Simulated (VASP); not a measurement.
Crystal: AgBr.

```
Ag Br
1.0
     0.00000    2.89217    2.89217
     2.89217    0.00000    2.89217
     2.89217    2.89217    0.00000
Ag Br
1 1
Direct
  0.00000 0.00000 0.00000
  0.50000 0.50000 0.50000
```

Base run:

```yaml
Program: VASP 6.6.1
Functional: r2SCAN
Potentials_or_basis: VASP PAW PBE potentials, release 64 (Ag, Br)
Cutoff: 440 eV
k_mesh: 7 × 7 × 7
Occupations: fermi-dirac, width 0.02 eV
Spin: no spin polarisation
```

Its results: band gap on the k mesh 1.32 eV, indirect (least direct gap 3.19 eV); pressure 0.0 GPa.

After a change of settings the same cell gave: band gap on the k mesh 1.54 eV, indirect (least direct gap 3.27 eV); pressure -0.1 GPa. Which change was it?
A. cutoff from 440 eV to 550 eV; further incar settings from ALGO = Normal; EDIFF = 1e-08; NBANDS = 16 to ALGO = Normal; EDIFF = 1e-06; NBANDS = 16
B. functional from r2SCAN to PBE; cutoff from 440 eV to 400 eV
C. functional from r2SCAN to PBEsol; cutoff from 440 eV to 500 eV; further incar settings from ALGO = Normal; EDIFF = 1e-08; NBANDS = 16 to ALGO = Normal; EDIFF = 1e-06; NBANDS = 16
D. k mesh from 7 × 7 × 7 to 7 × 7 × 7, shifted; further incar settings from ALGO = Normal; EDIFF = 1e-08; NBANDS = 16 to ALGO = Normal; EDIFF = 1e-08; NBANDS = 16; ISYM = 0

D.

Caveats: the PAW data sets were made with another functional, which shifts forces and pressure a little.
